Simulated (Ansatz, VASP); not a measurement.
## Two plane-wave programs on Ti2O

```
Ti O
1.0
     2.86436    0.00000    0.00000
    -1.43218    2.48061    0.00000
     0.00000    0.00000    4.58202
Ti O
2 1
Direct
  0.66667 0.33333 0.26590
  0.33333 0.66667 0.73410
  0.00000 0.00000 0.00000
```

Change from the starting cell: equal strain along all axes, cell held, atoms relaxed: -3.0 %.

Alike in both runs: functional PBEsol; k mesh 24 × 24 × 12; occupations gaussian, width 0.1 eV; no spin polarisation.

Ansatz relaxed the structure, and its values are those at the end. VASP's run is a single point on that final structure, the one shown.

```csv
,VASP,Ansatz
version,VASP 6.6.1,Ansatz 0.2.0
potentials or method,"VASP PAW PBE potentials, release 64 (Ti_sv, O), cutoff 520 eV","scalar-relativistic, plane waves, PAW"
valence electrons in the cell,30,30
```

|  | VASP | Ansatz | Ansatz less VASP |
| --- | --- | --- | --- |
| gap on the k mesh at the Fermi level (eV) | none | none | - |
| pressure (GPa) | 22.4 | 21.9 | -0.42 |
| rms of the force components (eV/Å) | 0.032 | 0.000 | -0.0317 |

VASP's potentials were made for PBE, not for PBEsol. A gap of «none» marks a metal or a gap that the smearing closes. Ansatz's warnings: stress scf threshold loose.
